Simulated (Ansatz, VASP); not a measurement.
## One calculation of CuO, two programs

```
CELL_PARAMETERS angstrom
2.63683 0.00000 0.00000
0.00000 2.63683 0.00000
0.00000 0.00000 2.63683
ATOMIC_POSITIONS crystal
Cu 0.00000 0.00000 0.00000
O 0.50000 0.50000 0.50000
```

Alike in both runs: task electric field gradients; functional PBEsol; k mesh 12 × 12 × 12; occupations fermi-dirac, width 0.08 eV; no spin polarisation.

|  | VASP | Ansatz |
| --- | --- | --- |
| version | VASP 6.6.1 | Ansatz 0.2.0 |
| potentials or method | VASP PAW PBE potentials, release 64 (Cu, O) | PAW with Ansatz's default frozen-core files, scalar-relativistic |
| plane-wave cutoff (eV) | 520 | 420 |
| valence electrons in the cell | 17 | 25 |

|  | VASP | Ansatz | Ansatz less VASP |
| --- | --- | --- | --- |
| pressure (GPa) | -9.2 | -9.4 | -0.22 |

VASP's potentials were made for PBE, not for PBEsol. VASP's potentials hold 17 valence electrons a cell and Ansatz's 25, so a difference there can come from the potentials and not from the codes.
